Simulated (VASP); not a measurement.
Input of a VASP 6.6.1 run:

File INCAR:

```
PREC = Accurate ; ENCUT = 600
EDIFF = 1E-7 ; ISMEAR = 0
SIGMA = 0.1 ; LREAL = F
LASPH = T ; NELM = 60
ALGO = Fast ; ISIF = 3
LWAVE = F ; LCHARG = F
GGA = PE ; IBRION = 2
NSW = 100 ; EDIFFG = -0.01
```

The input KPOINTS:

```
regular mesh
0
Gamma
  12 12 12
```

Contents of POSCAR:

```
Hf
1.0
    4.2766114083      0.0000000000      0.0000000000
    0.0000000000      4.2766114083      0.0000000000
    0.0000000000      0.0000000000      4.2766114083
Hf
3
Direct
    0.0000000000      0.5000000000      0.5000000000
    0.5000000000      0.0000000000      0.5000000000
    0.5000000000      0.5000000000      0.0000000000
```

Potentials or basis: VASP PAW PBE potentials, release 64 (Hf_pv).

Command:

```sh
$ cat potpaw_PBE.64/Hf_pv/POTCAR > POTCAR
$ mpirun -np 1 vasp_std > vasp.out
```

(1) Estimate the band gap on the k mesh.

(2) What does it give for the relaxed cell?

(3) Predict the space group after relaxing (to 0.1 Å).

Answers

(1) zero (bands 15 and 16 overlap by 2.62 eV).

(2) a = 4.267 Å, b = 4.267 Å, c = 4.267 Å, α = 90.00°, β = 90.00°, γ = 90.00°.

(3) Pm-3m (No. 221).

Caveat: spin-orbit coupling is left out, which moves the levels of the heavy elements.
